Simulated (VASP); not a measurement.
# Si2B3 (P3m1) in VASP: single point with PBE

Aim: the single point of Si2B3 with PBE.

Everything below comes from runs of VASP 6.6.1. Logs are shortened: lines on timing, memory, paths and dates and some standing lists are left out, and cuts for length are marked.

## 1. The cell of the first run

Symmetry: P3m1, No. 156, trigonal system. The conventional cell has a = 3.396 Å, b = 3.396 Å, c = 6.714 Å, α = 90.00°, β = 90.00°, γ = 120.00°. Si (site symmetry 3m) has 4 B at 2.02 to 2.14 Å within 2.7 Å. Within 2.6 Å of Si (site symmetry 3m) lie 4 B at 1.99 to 2.03 Å. B (site symmetry 3m) has 1 B at 1.56 Å and 1 Si at 1.99 Å within 2.1 Å. B (site symmetry 3m) has 1 B at 1.56 Å and 3 Si at 2.02 Å within 2.1 Å. Within 2.7 Å of B (site symmetry 3m) lie 4 Si at 2.03 to 2.14 Å.

## 2. Single point, PBE

The input, INCAR:

```
ALGO     = Normal         # electronic algorithm
EDIFF    = 1E-6           # SCF threshold, eV
ENCUT    = 500            # plane-wave cutoff, eV
GGA      = PE             # functional
GGA_COMPAT= False        
ISIF     = 2              # what is computed and relaxed
ISMEAR   = 0              # smearing method
LASPH    = True           # aspherical terms in the spheres
LCHARG   = True           # write CHGCAR
LELF     = True           # ELF
LREAL    = False          # projectors in reciprocal space
LVHAR    = True         
LWAVE    = False          # write WAVECAR
NBANDS   = 16             # bands
NELM     = 120            # most SCF steps
PREC     = Accurate       # precision mode
SIGMA    = 0.2            # smearing width, eV
```

The input, KPOINTS:

```
k-points
0
Gamma
  6 6 3
```

The input, POSCAR:

```
Si2B3
1.0
    3.3962778806      0.0000000000      0.0000000000
   -1.6981389403      2.9412629229      0.0000000000
    0.0000000000      0.0000000000      6.7135119654
Si B
2 3
Direct
    0.6666666667      0.3333333333      0.7168077589
    0.3333333333      0.6666666667      0.1139565261
    0.3333333333      0.6666666667      0.4102421889
    0.3333333333      0.6666666667      0.6420607657
    0.6666666667      0.3333333333      0.0349437203
```

Potentials or basis: VASP PAW PBE potentials, release 64 (Si, B).

Command:

```sh
$ cat potpaw_PBE.64/Si/POTCAR potpaw_PBE.64/B/POTCAR > POTCAR
$ mpirun -np 1 vasp_std > vasp.out
```

OUTCAR:

```text
EDIFF = 1E-6
   ENCUT = 500
   GGA = PE
   ISIF = 2
   ISMEAR = 0
   LASPH = True
   LREAL = False
   NELM = 120
   PREC = Accurate

 ion  position               nearest neighbor table
   1  0.667  0.333  0.717-   4 2.02   4 2.02   4 2.02   5 2.14
   2  0.333  0.667  0.114-   3 1.99   5 2.03   5 2.03   5 2.03
   3  0.333  0.667  0.410-   4 1.56   2 1.99
   4  0.333  0.667  0.642-   3 1.56   1 2.02   1 2.02   1 2.02
   5  0.667  0.333  0.035-   2 2.03   2 2.03   2 2.03   1 2.14

  LATTYP: Found a hexagonal cell.
 ALAT       =     3.3962778806
 C/A-ratio  =     1.9767263461

  Lattice vectors:

 A1 = (   3.3962778806,   0.0000000000,   0.0000000000)
 A2 = (  -1.6981389403,   2.9412629229,   0.0000000000)
 A3 = (   0.0000000000,   0.0000000000,   6.7135119654)

Analysis of symmetry for initial positions (statically):
=====================================================================
 Subroutine PRICEL returns:
 Original cell was already a primitive cell.

 Routine SETGRP: Setting up the symmetry group for a
 hexagonal supercell.

 Subroutine GETGRP returns: Found  6 space group operations
 (whereof  6 operations were pure point group operations)
 out of a pool of 24 trial point group operations.

The static configuration has the point symmetry C_3v.

Analysis of symmetry for dynamics (positions and initial velocities):
=====================================================================
 Subroutine PRICEL returns:
 Original cell was already a primitive cell.

 Routine SETGRP: Setting up the symmetry group for a
 hexagonal supercell.

 Subroutine GETGRP returns: Found  6 space group operations
 (whereof  6 operations were pure point group operations)
 out of a pool of 24 trial point group operations.

The dynamic configuration has the point symmetry C_3v.

 Subroutine INISYM returns: Found  6 space group operations
 (whereof  6 operations are pure point group operations),
 and found     1 'primitive' translations

----------------------------------------------------------------------------------------

                                     Primitive cell

  volume of cell :      67.0636

  direct lattice vectors                    reciprocal lattice vectors
     3.396277881  0.000000000  0.000000000     0.294439983  0.169995003  0.000000000
    -1.698138940  2.941262923  0.000000000     0.000000000  0.339990006  0.000000000
     0.000000000  0.000000000  6.713511965     0.000000000  0.000000000  0.148953335

  length of vectors
     3.396277881  3.396277881  6.713511965     0.339990006  0.339990006  0.148953335

  position of ions in fractional coordinates (direct lattice)
     0.666666667  0.333333333  0.716807759
     0.333333333  0.666666667  0.113956526
     0.333333333  0.666666667  0.410242189
     0.333333333  0.666666667  0.642060766
     0.666666667  0.333333333  0.034943720

  ion indices of the primitive-cell ions
   primitive index   ion index
                 1           1
                 2           2
                 3           3
                 4           4
                 5           5

----------------------------------------------------------------------------------------

 KPOINTS: k-points

Automatic generation of k-mesh.
 Grid dimensions read from file:
 generate k-points for:    6    6    3

 Generating k-lattice:

  Cartesian coordinates                     Fractional coordinates (reciprocal lattice)
     0.049073330  0.028332501  0.000000000     0.166666667  0.000000000  0.000000000
     0.000000000  0.056665001  0.000000000     0.000000000  0.166666667  0.000000000
     0.000000000  0.000000000  0.049651112     0.000000000  0.000000000  0.333333333

  Length of vectors
     0.056665001  0.056665001  0.049651112

  Shift w.r.t. Gamma in fractional coordinates (k-lattice)
     0.000000000  0.000000000  0.000000000

 Subroutine IBZKPT returns following result:
 ===========================================

 Found     17 irreducible k-points:

 Following reciprocal coordinates:
            Coordinates               Weight
  0.000000  0.000000  0.000000      1.000000
  0.166667  0.000000  0.000000      6.000000
  0.333333 -0.000000  0.000000      6.000000
  0.500000 -0.000000  0.000000      3.000000
  0.166667  0.166667  0.000000      6.000000
  0.333333  0.166667  0.000000     12.000000
[... 9 lines left out ...]
 -0.166667  0.500000  0.333333     12.000000
  0.333333  0.333333  0.333333      4.000000
   k-points           NKPTS =     17   k-points in BZ     NKDIM =     17   number of bands    NBANDS=     16
   number of dos      NEDOS =    301   number of ions     NIONS =      5
   total plane-waves  NPLWV =  39200
   dimension x,y,z NGX =    28 NGY =   28 NGZ =   50
   dimension x,y,z NGXF=    56 NGYF=   56 NGZF=  100
   ions per type =               2   3
   NGX,Y,Z   is equivalent  to a cutoff of  13.71, 13.71, 12.38 a.u.
   NGXF,Y,Z  is equivalent  to a cutoff of  27.41, 27.41, 24.76 a.u.
 SYSTEM =  unknown system
   PREC   = accura    normal or accurate (medium, high low for compatibility)
   ISTART =      0    job   : 0-new  1-cont  2-samecut
   ICHARG =      2    charge: 1-file 2-atom 10-const
   ISPIN  =      1    spin polarized calculation?
   LNONCOLLINEAR =      F non collinear calculations
   LSORBIT =      F    spin-orbit coupling
   LASPH  =      T    aspherical Exc in radial PAW
   ENCUT  =  500.0 eV  36.75 Ry    6.06 a.u.   6.19  6.19 12.24*2*pi/ulx,y,z
   NELM   =    120;   NELMIN=  2; NELMDL= -5     # of ELM steps
   EDIFF  = 0.1E-05   stopping-criterion for ELM
   LREAL  =      F    real-space projection
   EDIFFG = 0.1E-04   stopping-criterion for IOM
   NSW    =      0    number of steps for IOM
   IBRION =     -1    ionic relax: 0-MD 1-quasi-New 2-CG
   NFREE  =      0    steps in history (QN), initial steepest desc. (CG)
   ISIF   =      2    stress and relaxation
   ISYM   =      2    0-nonsym 1-usesym 2-fastsym
   POTIM  = 0.5000    time-step for ionic-motion
   TEBEG  =    0.0;   TEEND  =   0.0 temperature during run
   PSTRESS=    0.0 pullay stress
   NELECT =      17.0000    total number of electrons
   NUPDOWN=      -1.0000    fix difference up-down
   EMIN   =  10.00;   EMAX   =-10.00  energy-range for DOS
   EFERMI =   0.00;   METHOD = LEGACY
   ISMEAR =     0;   SIGMA  =   0.20  broadening in eV -4-tet -1-fermi 0-gaus
   EFERMI_NEDOS =   21; number of points for ismear=-14 and -15
   IALGO  =     38    algorithm
   IMIX   =      4    mixing-type and parameters
     AMIX     =   0.40;   BMIX     =  1.00
     AMIX_MAG =   1.60;   BMIX_MAG =  1.00
  volume/ion in A,a.u.               =      13.41        90.51
  Fermi-wavevector in a.u.,A,eV,Ry     =   1.036085  1.957917 14.605484  1.073473
  Thomas-Fermi vector in A             =   2.170459
   LORBIT       =      0    0 simple, 1 ext, 2 COOP (PROOUT), +10 PAW based schemes
   GGA     = PE    functional components
   LHFCALC =     F    Hartree Fock is set to
   AEXX    =    0.0000 exact exchange contribution
   IVDW    =     0    specifies the selected vdW correction
   LEPSILON=     F    determine dielectric tensor
   LRPA    =     F    only Hartree local field effects (RPA)
 non-spin polarized calculation
 Gauss-broadening in eV      SIGMA  =   0.20
  energy-cutoff  :      500.00
  volume of cell :       67.06
 maximum number of plane-waves:      1741
 NGX is ok and might be reduce to    28
   NGX = 13   NGY = 13   NGZ = 25

 number of electron      16.9999999 magnetization

 Free energy of the ion-electron system (eV)
  ---------------------------------------------------
  ext. energy  EPLUGINS =         0.00000000
  ---------------------------------------------------
  free energy    TOTEN  =       -28.13173208 eV

  energy without entropy =      -28.11131721  energy(sigma->0) =      -28.12152464

 E-fermi :   4.3039     XC(G=0):  -9.9394

 val. band max:        4.2957104002   @ k =   0.0000   0.0000   0.3333
 cond. band min:       4.5651604499   @ k =   0.1667   0.1667   0.3333
 fundamental gap:      0.2694500497
 Fermi energy:         4.3039102310

 k-point     1 :       0.0000    0.0000    0.0000
  band No.  band energies     occupation
      1      -7.5136      2.00000
      2      -5.5360      2.00000
      3      -3.3497      2.00000
      4       2.1553      2.00000
      5       4.0698      1.90210
      6       4.1330      1.77306
[... 8 lines left out ...]
     15      10.8892      0.00000
     16      11.3561      0.00000

 k-point     2 :       0.1667    0.0000    0.0000
  band No.  band energies     occupation
      1      -7.1171      2.00000
      2      -5.1496      2.00000
      3      -3.0352      2.00000
      4       2.0614      2.00000
      5       2.3540      2.00000
      6       3.5331      2.00000
[... 8 lines left out ...]
     15      11.8567      0.00000
     16      11.9699      0.00000

 k-point     3 :       0.3333   -0.0000    0.0000
  band No.  band energies     occupation
      1      -5.9745      2.00000
      2      -4.0418      2.00000
      3      -2.4256      2.00000
      4      -0.3049      2.00000
      5       0.6479      2.00000
      6       2.6999      2.00000
[... 8 lines left out ...]
     15      11.8190      0.00000
     16      13.6478      0.00000

 k-point     4 :       0.5000   -0.0000    0.0000
  band No.  band energies     occupation
      1      -4.7190      2.00000
      2      -3.2243      2.00000
      3      -2.8497      2.00000
      4      -1.0305      2.00000
      5      -0.6096      2.00000
      6       1.8743      2.00000
[... 8 lines left out ...]
     15      10.9560      0.00000
     16      13.2405      0.00000

 k-point     5 :       0.1667    0.1667    0.0000
  band No.  band energies     occupation
      1      -6.3435      2.00000
      2      -4.3980      2.00000
      3      -2.5229      2.00000
      4       0.6319      2.00000
      5       1.4231      2.00000
      6       2.0414      2.00000
[... 8 lines left out ...]
     15      12.0408      0.00000
     16      12.1183      0.00000

 k-point     6 :       0.3333    0.1667    0.0000
  band No.  band energies     occupation
      1      -4.9454      2.00000
      2      -3.0754      2.00000
      3      -2.6573      2.00000
      4      -0.4709      2.00000
      5      -0.3700      2.00000
      6       1.0287      2.00000
[... 8 lines left out ...]
     15      11.7222      0.00000
     16      13.3437      0.00000
[... 134 lines left out ...]
 k-point    14 :       0.1667    0.1667    0.3333
  band No.  band energies     occupation
      1      -6.1134      2.00000
      2      -5.0915      2.00000
      3      -1.3966      2.00000
      4       0.3725      2.00000
      5       1.0648      2.00000
      6       2.1827      2.00000
[... 8 lines left out ...]
     15      11.9062      0.00000
     16      12.2599      0.00000

 k-point    15 :       0.3333    0.1667    0.3333
  band No.  band energies     occupation
      1      -4.7132      2.00000
      2      -3.8262      2.00000
      3      -2.1596      2.00000
      4      -0.9471      2.00000
      5       0.4230      2.00000
      6       1.3345      2.00000
[... 8 lines left out ...]
     15      12.1307      0.00000
     16      13.4663      0.00000

 k-point    16 :      -0.1667    0.5000    0.3333
  band No.  band energies     occupation
      1      -4.7140      2.00000
      2      -3.8223      2.00000
      3      -2.1723      2.00000
      4      -0.9431      2.00000
      5       0.4675      2.00000
      6       1.3006      2.00000
[... 8 lines left out ...]
     15      11.9948      0.00000
     16      13.4174      0.00000

 k-point    17 :       0.3333    0.3333    0.3333
  band No.  band energies     occupation
      1      -3.6722      2.00000
      2      -3.2055      2.00000
      3      -2.6836      2.00000
      4      -1.3285      2.00000
      5      -0.0829      2.00000
      6       0.9035      2.00000
[... 8 lines left out ...]
     15      13.3647      0.00000
     16      13.7281      0.00000

------------------------ aborting loop because EDIFF is reached ----------------------------------------

  FORCE on cell =-STRESS in cart. coord.  units (eV):
  Direction    XX          YY          ZZ          XY          YZ          ZX
  --------------------------------------------------------------------------------------
  -------------------------------------------------------------------------------------
  Total       -0.0892155     -0.0892155      0.0258239      0.0000000      0.0000000      0.0000000
  in kB       -2.1313945     -2.1313945      0.6169428      0.0000000      0.0000000      0.0000000
  external PRESSURE =      -1.2152821 kB  Pullay stress =       0.0000000 kB

 VOLUME and BASIS-vectors are now :
 -----------------------------------------------------------------------------
  energy-cutoff  :      500.00
  volume of cell :       67.06
      direct lattice vectors                 reciprocal lattice vectors
     3.396277881  0.000000000  0.000000000     0.294439983  0.169995003  0.000000000
    -1.698138940  2.941262923  0.000000000     0.000000000  0.339990006  0.000000000
     0.000000000  0.000000000  6.713511965     0.000000000  0.000000000  0.148953335

 POSITION                                       TOTAL-FORCE (eV/Angst)
 -----------------------------------------------------------------------------------
      1.69814      0.98042      4.81230         0.000000     -0.000000     -0.000089
     -0.00000      1.96084      0.76505        -0.000000     -0.000000      0.015698
     -0.00000      1.96084      2.75417        -0.000000     -0.000000     -0.040710
     -0.00000      1.96084      4.31048         0.000000     -0.000000      0.044591
      1.69814      0.98042      0.23460        -0.000000      0.000000     -0.019489
 -----------------------------------------------------------------------------------
    total drift:                                0.000000     -0.000000      0.000109

  FREE ENERGIE OF THE ION-ELECTRON SYSTEM (eV)
  ---------------------------------------------------
  free  energy   TOTEN  =       -28.1317320848 eV

  energy  without entropy=      -28.1113172050  energy(sigma->0) =      -28.12152464
```

Run time: 21 s. Hardware: 1 thread of AMD EPYC 7R13 (Zen 3), shared host; peak memory 0.15 GiB.

Results:

```
Free energy   : -28.1317 eV
Pressure      : -0.1 GPa
Largest force : 0.045 eV/Å
```

Forces on the atoms (eV/Å):
```
Si   0.000  0.000  0.000
Si   0.000  0.000  0.016
B    0.000  0.000 -0.041
B    0.000  0.000  0.045
B    0.000  0.000 -0.019
```
